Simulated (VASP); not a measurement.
A run of VASP 6.6.1:

The input INCAR:

```
SYSTEM = BN
PREC     = Accurate       ! precision mode
ENCUT    = 520            ! plane-wave cutoff, eV
EDIFF    = 1E-6           ! SCF threshold, eV
ISMEAR   = 0              ! smearing method
SIGMA    = 0.05           ! smearing width, eV
LREAL    = .FALSE.        ! projectors in reciprocal space
LASPH    = .TRUE.         ! aspherical terms in the spheres
NELM     = 100            ! most SCF steps
ALGO     = Normal         ! electronic algorithm
ISIF     = 2              ! what is computed and relaxed
LWAVE    = .FALSE.        ! write WAVECAR
LCHARG   = .FALSE.        ! write CHGCAR
GGA      = PE             ! functional
NBANDS   = 11             ! bands
```

File KPOINTS:

```
Automatic mesh
0
G
  12 12 12
  0 0 0
```

Contents of POSCAR:

```
BN
1.0
    0.0000000000      1.7586109700      1.8673910300
    1.7586109700      0.0000000000      1.8673910300
    1.7586109700      1.7586109700      0.0000000000
B N
1 1
Direct
    0.0000000000      0.0000000000      0.0000000000
    0.7500000000      0.7500000000      0.7500000000
```

Potentials or basis: VASP PAW PBE potentials, release 64 (B, N).

Command:

```bash
$ cat potpaw_PBE.64/B/POTCAR potpaw_PBE.64/N/POTCAR > POTCAR
$ mpirun -np 1 vasp_std > vasp.out
```

Hardware: 1 thread of Intel Xeon 6975P-C (shared host).

Question: Estimate the wall time of this run.

Answer: It took 10 s on 1 thread of Intel Xeon 6975P-C, on a shared host, peak memory 0.13 GiB. Counts: scf iterations 12, k points 163.
